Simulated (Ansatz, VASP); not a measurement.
TiB: VASP beside Ansatz

INCAR

```
PREC = Accurate
ENCUT = 520
EDIFF = 1E-6
ISMEAR = -1
SIGMA = 0.05
LREAL = False
LASPH = True
NELM = 80
ALGO = Normal
ISIF = 2
LWAVE = False
LCHARG = False
GGA = PS
NBANDS = 14
```

The input KPOINTS:

```
regular mesh
0
Gamma
  17 17 17
```

The input POSCAR:

```
TiB
1.0
    0.0000000000      2.4534163122      2.4534163122
    2.4534163122      0.0000000000      2.4534163122
    2.4534163122      2.4534163122      0.0000000000
Ti B
1 1
Direct
    0.2500000000      0.2500000000      0.2500000000
    0.0000000000      0.0000000000      0.0000000000
```

Input for Ansatz:

```yaml
crystal:
  lattice:
    - [0.0, 2.4534163122, 2.4534163122]
    - [2.4534163122, 0.0, 2.4534163122]
    - [2.4534163122, 2.4534163122, 0.0]
  atoms:
    - { symbol: Ti, position: [0.25, 0.25, 0.25] }
    - { symbol: B, position: [0.0, 0.0, 0.0] }
kpoints:
  mp_grid: { grid: [17, 17, 17] }
  band_path:
    path:
      - [0.0, 0.0, 0.0]
      - [-0.5, -0.5, 0.0]
      - [-0.375, -0.375, 0.25]
      - [-0.375, 0.0, 0.375]
      - [0.0, 0.0, 0.0]
      - [0.0, 0.0, 0.5]
      - [-0.5, -0.25, 0.25]
      - [-0.5, -0.5, 0.0]
    npoints: 14
scf:
  occupations: { method: fermi_dirac, width: 0.05 }
hamiltonian:
  xc: pbesol
  pseudopotentials: { kind: all_electron, lapw: { basis_error: 0.0005 } }
output:
  forces: true
  stress: true
  eigenvalues: true
  populations: true
```

Alike in both runs: task single point; functional PBEsol; k mesh 17 × 17 × 17; occupations fermi-dirac, width 0.05 eV; no spin polarisation.

|  | VASP | Ansatz |
| --- | --- | --- |
| version | VASP 6.6.1 | Ansatz 0.2.0 |
| potentials or method | VASP PAW PBE potentials, release 64 (Ti_sv, B), cutoff 520 eV | all-electron LAPW, scalar-relativistic |

|  | VASP | Ansatz | Ansatz less VASP |
| --- | --- | --- | --- |
| pressure (GPa) | 0.0 | 0.0 | -0.01 |

VASP's potentials were made for PBE, not for PBEsol. Ansatz ran all-electron here, and VASP with PAW potentials.
